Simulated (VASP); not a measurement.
# AlN (P1) in VASP: single point with r2SCAN

Aim: the single point of AlN with r2SCAN.

Program: VASP 6.6.1. These are calculated values, not measurements. Logs are shortened: lines on timing, memory, paths and dates and some standing lists are left out, and cuts for length are marked.

## 1. The cell of the first run

The typed cell holds 12 atoms: a = 3.090 Å, b = 3.090 Å, c = 15.150 Å, α = 88.83°, β = 87.66°, γ = 60.00°.

## 2. Single point, r2SCAN (the part above a cut slid along it)

File POSCAR:

```
AlN
1.0
    2.1849006262     -2.1849006262      0.0000000000
    2.1849006262      0.0000000000     -2.1849006262
    9.1765826299      8.3026223795      8.7396025047
Al N
6 6
Direct
    0.9208400000      0.0000000000      0.3958000000
    0.2875066667      0.3333333333      0.2291333333
    0.5541733333      0.6666666667      0.5624666667
    0.8208400000      1.0000000000      0.8958000000
    0.1875066667      0.3333333333      0.7291333333
    0.6541733333      0.6666666667      0.0624666667
    0.5791733333      0.6666666667      0.4374666667
    0.9458400000      1.0000000000      0.2708000000
    0.2125066667      0.3333333333      0.6041333333
    0.4791733333      0.6666666667      0.9374666667
   -0.1541600000      0.0000000000      0.7708000000
    0.3125066667      0.3333333333      0.1041333333
```

File INCAR.step1:

```
PREC     = Accurate       # precision mode
ENCUT    = 520            # plane-wave cutoff, eV
ISMEAR   = 0              # smearing method
SIGMA    = 0.05           # smearing width, eV
LREAL    = F              # projectors in reciprocal space
LASPH    = T              # aspherical terms in the spheres
NELM     = 100            # most SCF steps
NBANDS   = 36             # bands
GGA      = PE             # functional
ALGO     = Normal         # electronic algorithm
EDIFF    = 1E-4           # SCF threshold, eV
LWAVE    = T              # write WAVECAR
LCHARG   = F              # write CHGCAR
```

File INCAR.step2:

```
PREC     = Accurate       # precision mode
ENCUT    = 520            # plane-wave cutoff, eV
EDIFF    = 1E-6           # SCF threshold, eV
ISMEAR   = 0              # smearing method
SIGMA    = 0.05           # smearing width, eV
LREAL    = F              # projectors in reciprocal space
LASPH    = T              # aspherical terms in the spheres
NELM     = 100            # most SCF steps
ALGO     = Normal         # electronic algorithm
ISIF     = 2              # what is computed and relaxed
LWAVE    = F              # write WAVECAR
LCHARG   = F              # write CHGCAR
METAGGA  = R2SCAN         # meta-GGA
LMIXTAU  = T            
NBANDS   = 36             # bands
ISTART   = 1
```

File KPOINTS:

```
regular mesh
0
Gamma
  8 8 2
```

Potentials or basis: VASP PAW PBE potentials, release 64 (Al, N).

Started as:

```bash
cat potpaw_PBE.64/Al/POTCAR potpaw_PBE.64/N/POTCAR > POTCAR
cp INCAR.step1 INCAR
mpirun -np 1 vasp_std > vasp.out
cp INCAR.step2 INCAR
mpirun -np 1 vasp_std > vasp.out
```

OUTCAR:

```text
PREC = Accurate
   ENCUT = 520
   EDIFF = 1E-6
   ISMEAR = 0
   LREAL = F
   LASPH = T
   NELM = 100
   ISIF = 2
   METAGGA = R2SCAN
   ISTART = 1

 ion  position               nearest neighbor table
   1  0.921  0.000  0.396-   8 1.89   7 1.89   7 1.89   7 1.89   3 3.09   2 3.09   3 3.09   2 3.09
                             3 3.09   2 3.09
   2  0.288  0.333  0.229-  12 1.89   8 1.89   8 1.89   8 1.89   6 3.09   6 3.09   6 3.09   1 3.09
                             1 3.09   1 3.09
   3  0.554  0.667  0.562-   9 1.89   9 1.89   9 1.89   7 1.89   5 3.09   5 3.09   5 3.09   1 3.09
                             1 3.09   1 3.09
   4  0.821  0.000  0.896-  11 1.89  10 1.89  10 1.89  10 1.89   6 2.83   5 3.09   5 3.09   5 3.09
                             6 3.15
   5  0.188  0.333  0.729-   9 1.89  11 1.89  11 1.89  11 1.89   3 3.09   3 3.09   3 3.09   4 3.09
                             4 3.09   4 3.09
   6  0.654  0.667  0.062-  12 1.89  12 1.89  12 1.89  10 1.99   4 2.83   2 3.09   2 3.09   2 3.09
                             4 3.15
   7  0.579  0.667  0.437-   3 1.89   1 1.89   1 1.89   1 1.89
   8  0.946  0.000  0.271-   1 1.89   2 1.89   2 1.89   2 1.89
   9  0.213  0.333  0.604-   3 1.89   3 1.89   3 1.89   5 1.89
  10  0.479  0.667  0.937-   4 1.89   4 1.89   4 1.89   6 1.99
  11  0.846  0.000  0.771-   4 1.89   5 1.89   5 1.89   5 1.89
  12  0.313  0.333  0.104-   6 1.89   6 1.89   6 1.89   2 1.89

  LATTYP: Found a base centered monoclinic cell.
 ALAT       =     3.0899160980
 B/A-ratio  =     1.7320508076
 C/A-ratio  =     4.9030602688
 COS(beta)  =    -0.0407908508

  Lattice vectors:

 A1 = (   0.0000000000,   2.1849006262,  -2.1849006262)
 A2 = (  -2.1849006262,   0.0000000000,   2.1849006262)
 A3 = (   9.1765826299,   8.3026223795,   8.7396025047)

Analysis of symmetry for initial positions (statically):
=====================================================================
 Subroutine PRICEL returns:
 Original cell was already a primitive cell.

 Routine SETGRP: Setting up the symmetry group for a
 base centered monoclinic supercell.

 Subroutine GETGRP returns: Found  1 space group operations
 (whereof  1 operations were pure point group operations)
 out of a pool of  4 trial point group operations.

The static configuration has the point symmetry C_1 .

Analysis of symmetry for dynamics (positions and initial velocities):
=====================================================================
 Subroutine PRICEL returns:
 Original cell was already a primitive cell.

 Routine SETGRP: Setting up the symmetry group for a
 base centered monoclinic supercell.

 Subroutine GETGRP returns: Found  1 space group operations
 (whereof  1 operations were pure point group operations)
 out of a pool of  4 trial point group operations.

The dynamic configuration has the point symmetry C_1 .

 Subroutine INISYM returns: Found  1 space group operations
 (whereof  1 operations are pure point group operations),
 and found     1 'primitive' translations

----------------------------------------------------------------------------------------

                                     Primitive cell

  volume of cell :     125.1631

  direct lattice vectors                    reciprocal lattice vectors
     2.184900626 -2.184900626  0.000000000     0.144934128 -0.312752592  0.144934128
     2.184900626  0.000000000 -2.184900626     0.152562240  0.152562240 -0.305124480
     9.176582630  8.302622380  8.739602505     0.038140560  0.038140560  0.038140560

  length of vectors
     3.089916098  3.089916098 15.150044854     0.373933131  0.373699642  0.066061388

  position of ions in fractional coordinates (direct lattice)
     0.920840000  0.000000000  0.395800000
     0.287506667  0.333333333  0.229133333
     0.554173333  0.666666667  0.562466667
     0.820840000  0.000000000  0.895800000
     0.187506667  0.333333333  0.729133333
     0.654173333  0.666666667  0.062466667
     0.579173333  0.666666667  0.437466667
     0.945840000  0.000000000  0.270800000
     0.212506667  0.333333333  0.604133333
     0.479173333  0.666666667  0.937466667
     0.845840000  0.000000000  0.770800000
     0.312506667  0.333333333  0.104133333

  ion indices of the primitive-cell ions
   primitive index   ion index
                 1           1
                 2           2
                 3           3
                 4           4
                 5           5
                 6           6
                 7           7
                 8           8
                 9           9
                10          10
                11          11
                12          12

----------------------------------------------------------------------------------------

 KPOINTS: regular mesh

Automatic generation of k-mesh.
 Grid dimensions read from file:
 generate k-points for:    8    8    2

 Generating k-lattice:

  Cartesian coordinates                     Fractional coordinates (reciprocal lattice)
     0.018116766 -0.039094074  0.018116766     0.125000000  0.000000000  0.000000000
     0.019070280  0.019070280 -0.038140560     0.000000000  0.125000000  0.000000000
     0.019070280  0.019070280  0.019070280     0.000000000  0.000000000  0.500000000

  Length of vectors
     0.046741641  0.046712455  0.033030694

  Shift w.r.t. Gamma in fractional coordinates (k-lattice)
     0.000000000  0.000000000  0.000000000

 Subroutine IBZKPT returns following result:
 ===========================================

 Found     68 irreducible k-points:

 Following reciprocal coordinates:
            Coordinates               Weight
  0.000000  0.000000  0.000000      1.000000
  0.125000  0.000000  0.000000      2.000000
 -0.125000 -0.125000  0.000000      2.000000
  0.250000  0.000000  0.000000      2.000000
 -0.250000 -0.250000  0.000000      2.000000
  0.375000  0.000000 -0.000000      2.000000
[... 16 lines left out ...]
  0.500000  0.250000 -0.000000      2.000000
 -0.375000  0.250000  0.000000      2.000000
 [... further k-points ...]
   k-points           NKPTS =     68   k-points in BZ     NKDIM =     68   number of bands    NBANDS=     36
   number of dos      NEDOS =    301   number of ions     NIONS =     12
   total plane-waves  NPLWV =  69120
   dimension x,y,z NGX =    24 NGY =   24 NGZ =  120
   dimension x,y,z NGXF=    48 NGYF=   48 NGZF=  240
   ions per type =               6   6
   NGX,Y,Z   is equivalent  to a cutoff of  12.91, 12.91, 13.17 a.u.
   NGXF,Y,Z  is equivalent  to a cutoff of  25.83, 25.83, 26.34 a.u.
 SYSTEM =  unknown system
   PREC   = accura    normal or accurate (medium, high low for compatibility)
   ISTART =      1    job   : 0-new  1-cont  2-samecut
   ICHARG =      0    charge: 1-file 2-atom 10-const
   ISPIN  =      1    spin polarized calculation?
   LNONCOLLINEAR =      F non collinear calculations
   LSORBIT =      F    spin-orbit coupling
   LASPH  =      T    aspherical Exc in radial PAW
   ENCUT  =  520.0 eV  38.22 Ry    6.18 a.u.   5.75  5.75 28.17*2*pi/ulx,y,z
   NELM   =    100;   NELMIN=  2; NELMDL=  0     # of ELM steps
   EDIFF  = 0.1E-05   stopping-criterion for ELM
   LREAL  =      F    real-space projection
   EDIFFG = 0.1E-04   stopping-criterion for IOM
   NSW    =      0    number of steps for IOM
   IBRION =     -1    ionic relax: 0-MD 1-quasi-New 2-CG
   NFREE  =      0    steps in history (QN), initial steepest desc. (CG)
   ISIF   =      2    stress and relaxation
   ISYM   =      2    0-nonsym 1-usesym 2-fastsym
   POTIM  = 0.5000    time-step for ionic-motion
   TEBEG  =    0.0;   TEEND  =   0.0 temperature during run
   PSTRESS=    0.0 pullay stress
   NELECT =      48.0000    total number of electrons
   NUPDOWN=      -1.0000    fix difference up-down
   EMIN   =  10.00;   EMAX   =-10.00  energy-range for DOS
   EFERMI =   0.00;   METHOD = LEGACY
   ISMEAR =     0;   SIGMA  =   0.05  broadening in eV -4-tet -1-fermi 0-gaus
   EFERMI_NEDOS =   21; number of points for ismear=-14 and -15
   IALGO  =     38    algorithm
   IMIX   =      4    mixing-type and parameters
     AMIX     =   0.40;   BMIX     =  1.00
     AMIX_MAG =   1.60;   BMIX_MAG =  1.00
  volume/ion in A,a.u.               =      10.43        70.39
  Fermi-wavevector in a.u.,A,eV,Ry     =   1.189405  2.247650 19.247952  1.414685
  Thomas-Fermi vector in A             =   2.325513
   LORBIT       =      0    0 simple, 1 ext, 2 COOP (PROOUT), +10 PAW based schemes
   METAGGA = R2SCAN    functional components
   LHFCALC =     F    Hartree Fock is set to
   AEXX    =    0.0000 exact exchange contribution
   IVDW    =     0    specifies the selected vdW correction
   LEPSILON=     F    determine dielectric tensor
   LRPA    =     F    only Hartree local field effects (RPA)
 non-spin polarized calculation
 Gauss-broadening in eV      SIGMA  =   0.05
  energy-cutoff  :      520.00
  volume of cell :      125.16
 maximum number of plane-waves:      3404
   NGX = 11   NGY = 11   NGZ = 57

 number of electron      48.0000002 magnetization

 Free energy of the ion-electron system (eV)
  ---------------------------------------------------
  ext. energy  EPLUGINS =         0.00000000
  ---------------------------------------------------
  free energy    TOTEN  =      -114.64672969 eV

  energy without entropy =     -114.64672969  energy(sigma->0) =     -114.64672969

 E-fermi :   6.2417     XC(G=0): -11.4206

 val. band max:        5.9640679555   @ k =   0.0000   0.0000   0.0000
 cond. band min:       9.5631455147   @ k =   0.5000   0.0000   0.0000
 fundamental gap:      3.5990775592
 Fermi energy:         6.2416828274

 k-point     1 :       0.0000    0.0000    0.0000
  band No.  band energies     occupation
      1     -10.0397      2.00000
      2      -9.6512      2.00000
      3      -9.6197      2.00000
      4      -8.6762      2.00000
      5      -8.6399      2.00000
      6      -8.0100      2.00000
[... 28 lines left out ...]
     35      17.7463      0.00000
     36      18.0140      0.00000
[... 866 lines left out ...]
      6      -7.2808      2.00000
[... 28 lines left out ...]
     35      16.9291      0.00000
     36      17.1336      0.00000

 [... further k-points ...]

------------------------ aborting loop because EDIFF is reached ----------------------------------------

  FORCE on cell =-STRESS in cart. coord.  units (eV):
  Direction    XX          YY          ZZ          XY          YZ          ZX
  --------------------------------------------------------------------------------------
  -------------------------------------------------------------------------------------
  Total       -3.2374336      0.3452822      0.7956241      0.3809545      2.1409260     -1.5067523
  in kB      -41.4414685      4.4198597     10.1845589      4.8764900     27.4053857    -19.2875087
  external PRESSURE =      -8.9456833 kB  Pullay stress =       0.0000000 kB

 VOLUME and BASIS-vectors are now :
 -----------------------------------------------------------------------------
  energy-cutoff  :      520.00
  volume of cell :      125.16
      direct lattice vectors                 reciprocal lattice vectors
     2.184900626 -2.184900626  0.000000000     0.144934128 -0.312752592  0.144934128
     2.184900626  0.000000000 -2.184900626     0.152562240  0.152562240 -0.305124480
     9.176582630  8.302622380  8.739602505     0.038140560  0.038140560  0.038140560

 POSITION                                       TOTAL-FORCE (eV/Angst)
 -----------------------------------------------------------------------------------
      5.64404      1.27423      3.45913         0.015536      0.019744      0.017945
      3.45913      1.27423      1.27423         0.005683      0.044004      0.058609
      7.82894      3.45913      3.45913         0.017440      0.018013      0.017774
     10.01384      5.64404      7.82894        -0.041548     -0.205680     -0.321390
      7.82894      5.64404      5.64404         0.012871      0.022900      0.020118
      3.45913     -0.91067     -0.91067        -1.018621      0.545562     -0.098958
      6.73649      2.36668      2.36668        -0.017067     -0.016022     -0.015985
      4.55158      0.18178      2.36668        -0.027344     -0.003779     -0.014272
      6.73649      4.55158      4.55158        -0.013472     -0.019322     -0.016772
     11.10629      6.73649      6.73649         1.168144     -0.459433      0.084569
      8.92139      4.55158      6.73649         0.015262     -0.061736     -0.018732
      2.36668      0.18178      0.18178        -0.116883      0.115749      0.287096
 -----------------------------------------------------------------------------------
    total drift:                                0.035377      0.034090      0.034573

  FREE ENERGIE OF THE ION-ELECTRON SYSTEM (eV)
  ---------------------------------------------------
  free  energy   TOTEN  =      -114.6467296912 eV

  energy  without entropy=     -114.6467296912  energy(sigma->0) =     -114.64672969
```

Wall time 18 min (1 thread of Intel Xeon Platinum 8259CL at 2.50GHz (Skylake/Cascade Lake), shared host); peak memory 0.4 GiB.

What came out:

```
Free energy            : -114.6467 eV
Pressure               : -0.9 GPa
Largest force          : 1.258 eV/Å
Band gap on the k mesh : 3.60 eV (least direct gap 3.99 eV)
```

Forces on the atoms (eV/Å):
```
Al   0.016  0.020  0.018
Al   0.006  0.044  0.059
Al   0.017  0.018  0.018
Al  -0.042 -0.206 -0.321
Al   0.013  0.023  0.020
Al  -1.019  0.546 -0.099
N   -0.017 -0.016 -0.016
N   -0.027 -0.004 -0.014
N   -0.013 -0.019 -0.017
N    1.168 -0.459  0.085
N    0.015 -0.062 -0.019
N   -0.117  0.116  0.287
```

Levels at points of the mesh, in eV from the valence-band top:
| k point | band 22 | band 23 | band 24 | band 25 | band 26 | band 27 |
| --- | --- | --- | --- | --- | --- | --- |
| (0.00, 0.00, 0.00) | -0.29 | -0.24 | 0.00 | 4.52 | 5.88 | 6.06 |
| (0.50, 0.00, 0.00) | -1.12 | -0.79 | -0.39 | 3.60 | 4.99 | 5.01 |
| (0.50, 0.50, 0.00) | -1.11 | -0.87 | -0.73 | 3.76 | 5.02 | 5.15 |
| (0.00, 0.50, 0.00) | -1.09 | -0.84 | -0.48 | 3.68 | 5.03 | 5.10 |
| (0.00, 0.00, 0.50) | -0.29 | -0.26 | -0.13 | 4.91 | 5.11 | 6.78 |
| (0.50, 0.00, 0.50) | -0.98 | -0.84 | -0.51 | 3.95 | 4.06 | 6.22 |
| (0.50, 0.50, 0.50) | -1.05 | -0.88 | -0.82 | 4.09 | 4.21 | 6.17 |
| (0.00, 0.50, 0.50) | -1.07 | -0.84 | -0.60 | 4.08 | 4.09 | 6.18 |

Caveat: the cell differs from its parent crystal (the part above a cut slid along it); the stress differs along the axes, from -4 to 1 GPa; the PAW data sets were made with another functional, which shifts forces and pressure a little. A k mesh can miss the band edges.
